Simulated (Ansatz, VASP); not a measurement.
**One calculation of BeTe, two programs**

The input POSCAR:

```
BeTe
1.0
    0.0000000000      2.7700000000      2.7700000000
    2.7700000000      0.0000000000      2.7700000000
    2.7700000000      2.7700000000      0.0000000000
Te Be
1 1
Direct
    0.7500000000      0.7500000000      0.7500000000
    0.0000000000      0.0000000000      0.0000000000
```

File INCAR.step1:

```
  ALGO = Normal
  EDIFF = 1E-5
  ENCUT = 520
  GGA = PE
  ISIF = 2
  ISMEAR = -1
  LASPH = T
  LCHARG = F
  LREAL = F
  LWAVE = T
  NBANDS = 11
  NELM = 60
  PREC = Accurate
  SIGMA = 0.05
```

File INCAR.step2:

```
  AEXX = 0.2
  AGGAC = 0.81
  AGGAX = 0.72
  ALDAC = 0.19
  ALGO = Normal
  EDIFF = 1E-6
  ENCUT = 520
  GGA = B3
  ISIF = 2
  ISMEAR = -1
  ISTART = 1
  LASPH = T
  LCHARG = F
  LHFCALC = T
  LREAL = F
  LWAVE = F
  NBANDS = 11
  NELM = 60
  PREC = Accurate
  PRECFOCK = Normal
  SIGMA = 0.05
```

The input KPOINTS:

```
k-points
0
Gamma
  4 4 4
```

Contents of input.yaml:

```yaml
crystal:
  lattice:
    - [0.0, 2.77, 2.77]
    - [2.77, 0.0, 2.77]
    - [2.77, 2.77, 0.0]
  atoms:
    - { symbol: Te, position: [0.75, 0.75, 0.75] }
    - { symbol: Be, position: [0.0, 0.0, 0.0] }
hamiltonian:
  xc: b3lyp
  pseudopotentials: { kind: paw }
kpoints:
  mp_grid: { grid: [4, 4, 4] }
scf:
  occupations: { method: fermi_dirac, width: 0.05 }
output:
  forces: true
  stress: true
  eigenvalues: true
```

Alike in both runs: task single point; functional B3LYP; k mesh 4 × 4 × 4; occupations fermi-dirac, width 0.05 eV; no spin polarisation.

|  | VASP | Ansatz |
| --- | --- | --- |
| version | VASP 6.6.1 | Ansatz 0.2.0 |
| potentials or method | VASP PAW PBE potentials, release 64 (Te, Be) | Ansatz PAW |
| plane-wave cutoff (eV) | 520 | 420 |
| valence electrons in the cell | 8 | 18 |

VASP gave:

| Quantity | Value |
| --- | --- |
| gap on the k mesh at the Fermi level (eV) | 3.24 |
| least direct gap on the mesh (eV) | 4.97 |
| pressure (GPa) | 6.2 |

Problem. Estimate Ansatz's values.

Solution. gap on the k mesh at the Fermi level (eV): 3.23; least direct gap on the mesh (eV): 4.95; pressure (GPa): 6.2.

VASP's potentials were made for PBE, not for B3LYP. VASP's potentials hold 8 valence electrons a cell and Ansatz's 18, so a difference there can come from the potentials and not from the codes.

The k mesh is coarse, so the values compare programs but aren't converged. Neither program's run includes spin-orbit coupling.
